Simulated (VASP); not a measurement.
Here is a VASP 6.6.1 calculation.

File INCAR:

```
SYSTEM = Ge
PREC     = Accurate       ! precision mode
ENCUT    = 520            ! plane-wave cutoff, eV
EDIFF    = 1E-6           ! SCF threshold, eV
ISMEAR   = -1             ! smearing method
SIGMA    = 0.1            ! smearing width, eV
LREAL    = .FALSE.        ! projectors in reciprocal space
LASPH    = .TRUE.         ! aspherical terms in the spheres
NELM     = 100            ! most SCF steps
ALGO     = Normal         ! electronic algorithm
ISIF     = 2              ! what is computed and relaxed
LWAVE    = .FALSE.        ! write WAVECAR
LCHARG   = .TRUE.         ! write CHGCAR
GGA      = RP             ! functional
LELF     = .TRUE.         ! ELF
LVHAR    = .TRUE.       
NBANDS   = 21             ! bands
```

File KPOINTS:

```
regular mesh
0
G
  14 14 10
  0 0 0
```

File POSCAR:

```
Ge
1.0
   -2.5385412451      2.5416029339      1.4041937663
    2.5416029339     -2.5385412451      1.4041937663
    2.5523303718      2.5523303718     -1.3985862776
Ge
2
Direct
    0.9997552703      0.0002447297      0.0000000000
    0.7502447297      0.2497552703      0.5000000000
```

Potentials or basis: VASP PAW PBE potentials, release 64 (Ge_d).

Launch:

```sh
$ cat potpaw_PBE.64/Ge_d/POTCAR > POTCAR
$ mpirun -np 1 vasp_std > vasp.out
```

(1) What does it give for the band gap on the k mesh?

(2) Estimate the largest force.

(3) What does it give for the pressure?

Results:

(1) zero (band 14 reaches 9.11 eV, above the bottom of band 15 at 3.70 eV).

(2) 0.017 eV/Å.

(3) 6.1 GPa.

Caveat: the PAW data sets were made with another functional, which shifts forces and pressure a little.
